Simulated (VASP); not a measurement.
Input of a VASP 6.6.1 run:

INCAR

```
  ALGO = Normal
  EDIFF = 1E-8
  ENCUT = 520
  ISIF = 2
  ISMEAR = -1
  LASPH = T
  LCHARG = F
  LEFG = T
  LREAL = F
  LWAVE = F
  NBANDS = 18
  NELM = 60
  PREC = Accurate
  SIGMA = 0.05
```

KPOINTS

```
k-points
0
Gamma
  10 10 10
```

Contents of POSCAR:

```
YHg
1.0
    3.5530009354      0.0000000000      0.0000000000
    0.0000000000      3.5530009354      0.0000000000
    0.0000000000      0.0000000000      3.5530009354
Y Hg
1 1
Direct
    0.5000000000      0.5000000000      0.5000000000
    0.0000000000      0.0000000000      0.0000000000
```

Potentials or basis: VASP PAW LDA potentials, release 64 (Y_sv, Hg).

Launch:

```bash
$ cat potpaw_LDA.64/Y_sv/POTCAR potpaw_LDA.64/Hg/POTCAR > POTCAR
$ mpirun -np 1 vasp_std > vasp.out
```

(1) Predict the pressure.

Answers

(1) 5.9 GPa.

Caveat: without QUAD_EFG the Cq values of the log hold for a quadrupole moment of 1 mb, not for the nuclei.
